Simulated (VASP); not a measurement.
Crystal: V.

```
V
1.0
     1.51500    1.51500    1.51500
    -1.51500    1.51500    1.51500
    -1.51500   -1.51500    1.51500
V
1
Direct
  0.00000 0.00000 0.00000
```

| Quantity | Value |
| --- | --- |
| Program | VASP 6.6.1 |
| Task | relaxation of cell and atoms |
| Functional | PBE |
| Potentials or basis | VASP PAW PBE potentials, release 64 (V_sv) |
| Cutoff | 600 eV |
| k mesh | 10 × 10 × 10 |
| Occupations | fermi-dirac, width 0.05 eV |
| Spin | collinear spin, ferromagnetic start |
| Starting moments | [1.5] μB |

At the start: pressure -4.8 GPa; volume 13.91 Å³/atom.

Task: How do energy, volume and symmetry change on relaxing?

Result: Over 3 steps the energy falls by 5.7 meV/atom and the volume is 13.54 Å³/atom (-2.7 %); space group Im-3m (No. 229, to 0.05 Å); moment 0.00 μB per cell.

Step by step:
```tsv
step	energy change (eV)	largest force (eV/Å)	pressure (GPa)	volume (Å³)
1	0.0000	0.0000	-4.79	13.91
2	0.0033	0.0000	6.63	13.09
3	-0.0057	0.0000	-0.05	13.54
```

Final structure:
```
V
1.0
     1.50141    1.50141    1.50141
    -1.50141    1.50141    1.50141
    -1.50141   -1.50141    1.50141
V
1
Cartesian
  0.0000 0.0000 0.0000
```
